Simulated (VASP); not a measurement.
# Re in VASP: a series of runs, part 2 of 2

VASP 6.6.1. The steps go on from the part before.

### 5 Single point, PBE (strained)

The input, INCAR:

```
ALGO = Normal
EDIFF = 1E-6
ENCUT = 520
GGA = PE
ISIF = 2
ISMEAR = 0
LASPH = True
LCHARG = True
LELF = True
LREAL = False
LVHAR = True
LWAVE = False
NBANDS = 14
NELM = 60
PREC = Accurate
SIGMA = 0.1
```

The input, KPOINTS:

```
k-points
0
Gamma
  18 18 10
```

The input, POSCAR:

```
Re
1.0
    2.6442699518      0.0000000000      0.0000000000
   -1.3221349760      2.2900049528      0.0000000000
    0.0000000000      0.0000000000      4.5461380429
Re
2
Direct
    0.3333333300      0.6666666700      0.2500000000
    0.6666666700      0.3333333300      0.7500000000
```

Potentials or basis: VASP PAW PBE potentials, release 64 (Re).

The run is started by

```sh
cat potpaw_PBE.64/Re/POTCAR > POTCAR
mpirun -np 1 vasp_std > vasp.out
```

OUTCAR:

```text
EDIFF = 1E-6
   ENCUT = 520
   GGA = PE
   ISIF = 2
   ISMEAR = 0
   LASPH = True
   LREAL = False
   NELM = 60
   PREC = Accurate

 ion  position               nearest neighbor table
   1  0.333  0.667  0.250-   2 2.74   2 2.74   2 2.74   2 2.74   2 2.74   2 2.74
   2  0.667  0.333  0.750-   1 2.74   1 2.74   1 2.74   1 2.74   1 2.74   1 2.74

  LATTYP: Found a hexagonal cell.
 ALAT       =     2.6442699518
 C/A-ratio  =     1.7192412748

  Lattice vectors:

 A1 = (   2.6442699518,   0.0000000000,   0.0000000000)
 A2 = (  -1.3221349760,   2.2900049528,   0.0000000000)
 A3 = (   0.0000000000,   0.0000000000,   4.5461380429)

Analysis of symmetry for initial positions (statically):
=====================================================================
 Subroutine PRICEL returns:
 Original cell was already a primitive cell.

 Routine SETGRP: Setting up the symmetry group for a
 hexagonal supercell.

 Subroutine GETGRP returns: Found 24 space group operations
 (whereof 12 operations were pure point group operations)
 out of a pool of 24 trial point group operations.

The static configuration has the point symmetry D_3d.
 The point group associated with its full space group is D_6h.

Analysis of symmetry for dynamics (positions and initial velocities):
=====================================================================
 Subroutine PRICEL returns:
 Original cell was already a primitive cell.

 Routine SETGRP: Setting up the symmetry group for a
 hexagonal supercell.

 Subroutine GETGRP returns: Found 24 space group operations
 (whereof 12 operations were pure point group operations)
 out of a pool of 24 trial point group operations.

The dynamic configuration has the point symmetry D_3d.
 The point group associated with its full space group is D_6h.

 Subroutine INISYM returns: Found 24 space group operations
 (whereof 12 operations are pure point group operations),
 and found     1 'primitive' translations

[... 116 lines left out ...]
  Fermi-wavevector in a.u.,A,eV,Ry     =   1.306740  2.469381 23.232898  1.707570
  Thomas-Fermi vector in A             =   2.437522
   LORBIT       =      0    0 simple, 1 ext, 2 COOP (PROOUT), +10 PAW based schemes
   GGA     = PE    functional components
   LHFCALC =     F    Hartree Fock is set to
   AEXX    =    0.0000 exact exchange contribution
   IVDW    =     0    specifies the selected vdW correction
   LEPSILON=     F    determine dielectric tensor
   LRPA    =     F    only Hartree local field effects (RPA)
 non-spin polarized calculation
 Gauss-broadening in eV      SIGMA  =   0.10
  energy-cutoff  :      520.00
  volume of cell :       27.53
 maximum number of plane-waves:       768
 NGX is ok and might be reduce to    20

 number of electron      14.0000000 magnetization

 Free energy of the ion-electron system (eV)
  ---------------------------------------------------
  ext. energy  EPLUGINS =         0.00000000
  ---------------------------------------------------
  free energy    TOTEN  =       -24.47082947 eV

  energy without entropy =      -24.46281306  energy(sigma->0) =      -24.46682126

 E-fermi :   8.8458     XC(G=0): -14.0996

 val. band max:        8.8285992154   @ k =   0.3333   0.0000   0.4000
 cond. band min:       8.8610562797   @ k =   0.1667   0.0556   0.0000
 fundamental gap:      0.0324570643
 Fermi energy:         8.8457842480

 k-point     1 :       0.0000    0.0000    0.0000
  band No.  band energies     occupation
      1      -1.5872      2.00000
      2       1.5195      2.00000
      3       6.1738      2.00000
      4       7.0878      2.00000
      5       7.0878      2.00000
      6       7.8283      2.00000
      7       7.8283      2.00000
      8       8.8001      1.48193
      9       9.5692      0.00000
     10       9.5692      0.00000
     11      12.4841      0.00000
     12      12.4841      0.00000
     13      18.9201      0.00000
     14      23.3499      0.00000
[... 377 lines left out ...]
      1       2.7106      2.00000
      2       2.9092      2.00000
      3       3.0380      2.00000
      4       6.5900      2.00000
      5       6.6082      2.00000
      6       7.0404      2.00000
      7       7.7356      2.00000
      8      12.1639      0.00000
      9      12.7152      0.00000
     10      13.1612      0.00000
     11      15.4285      0.00000
     12      18.4188      0.00000
     13      19.7174      0.00000
     14      21.2297      0.00000

 [... further k-points ...]
[... 5 lines left out ...]
  --------------------------------------------------------------------------------------
  -------------------------------------------------------------------------------------
  Total        8.7881401      8.7881401      2.0637985     -0.0000000     -0.0000000      0.0000000
  in kB      511.4730128    511.4730128    120.1138361     -0.0000000     -0.0000000      0.0000000
  external PRESSURE =     381.0199539 kB  Pullay stress =       0.0000000 kB

 VOLUME and BASIS-vectors are now :
 -----------------------------------------------------------------------------
  energy-cutoff  :      520.00
  volume of cell :       27.53
      direct lattice vectors                 reciprocal lattice vectors
     2.644269952  0.000000000  0.000000000     0.378176214  0.218340139  0.000000000
    -1.322134976  2.290004953  0.000000000     0.000000000  0.436680278  0.000000000
     0.000000000  0.000000000  4.546138043     0.000000000  0.000000000  0.219966924

 POSITION                                       TOTAL-FORCE (eV/Angst)
 -----------------------------------------------------------------------------------
     -0.00000      1.52667      1.13653        -0.000000      0.000000      0.000000
      1.32213      0.76333      3.40960         0.000000     -0.000000      0.000000
 -----------------------------------------------------------------------------------
    total drift:                               -0.000000      0.000000     -0.000000

  FREE ENERGIE OF THE ION-ELECTRON SYSTEM (eV)
  ---------------------------------------------------
  free  energy   TOTEN  =       -24.4708294655 eV

  energy  without entropy=      -24.4628130635  energy(sigma->0) =      -24.46682126
```

Wall time 45 s (1 thread of Intel Xeon 6975P-C (Granite Rapids), shared host); peak memory 0.2 GiB.

What came out:

* Free energy: -24.4708 eV
* Pressure: 38.1 GPa
* Band gap on the k mesh: zero (band 7 reaches 10.47 eV, above the bottom of band 8 at 7.08 eV)

Caveat: the cell differs from its parent crystal (strained); spin-orbit coupling is left out, which moves the levels of the heavy elements.

### 6 Overview

| cell | k mesh | gap on the mesh (eV) | pressure (GPa) |
| --- | --- | --- | --- |
| a = 2.765, b = 2.765, c = 4.474 Å, angles 90.0, 90.0, 120.0°, 2 atoms | 6 × 6 × 4 | none | 3.3 |
| a = 4.487, b = 5.548, c = 5.548 Å, angles 120.0, 90.0, 90.0°, 8 atoms | 8 × 12 × 12 | none | -0.5 |
| a = 2.765, b = 2.765, c = 4.474 Å, angles 90.0, 90.0, 120.0°, 2 atoms | 15 × 15 × 8 | none | 3.3 |
| a = 2.644, b = 2.644, c = 4.546 Å, angles 90.0, 90.0, 120.0°, 2 atoms | 18 × 18 × 10 | none | 38.1 |

Some of these runs hold the atoms at other places in the same cell, which the table doesn't show; runs alike in all that it shows share one row.

Alike in all rows: task single point; level PBE; potentials or basis VASP PAW PBE potentials, release 64 (Re); no spin polarisation; cutoff (eV) 520; smearing gaussian 0.1 eV.

Caveats: some runs use coarse meshes; spin-orbit coupling is left out, which moves the levels of the heavy elements.

Total energies depend on the potentials used, so only differences within one code and one set of settings carry meaning.
